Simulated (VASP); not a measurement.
Ti: single point with PBEsol

Crystal: Ti.

```
CELL_PARAMETERS angstrom
0.00000 1.96516 1.96516
1.96516 0.00000 1.96516
1.96516 1.96516 0.00000
ATOMIC_POSITIONS crystal
Ti 0.00000 0.00000 0.00000
```

This cell differs from its parent crystal: volume scaled by 0.91.

- Program: VASP 6.6.1
- Task: single point
- Functional: PBEsol
- Potentials or basis: VASP PAW PBE potentials, release 64 (Ti_sv)
- Cutoff: 520 eV
- k mesh: 18 × 18 × 18
- Occupations: gaussian, width 0.1 eV
- Spin: no spin polarisation

```json
{"Pressure": "12.1 GPa", "Band gap on the k mesh": "zero (band 6 reaches 10.55 eV, above the bottom of band 7 at 9.04 eV)"}
```

Levels at points of the mesh, in eV from the Fermi level:
```
           k point  band 4  band 5  band 6  band 7  band 8  band 9
(0.00, 0.00, 0.00)  -32.03   -6.40    0.94    0.94    0.94    2.90
(0.50, 0.00, 0.00)  -32.16   -2.93    0.78    0.78    1.04    4.21
(0.50, 0.50, 0.00)  -32.39   -3.10   -2.13    3.54    4.19    4.56
```

Wall time 49 s on 1 thread of Intel Xeon 8259CL, with other jobs on the host, peak memory 0.16 GiB.

Caveat: the PAW data sets were made with another functional, which shifts forces and pressure a little.
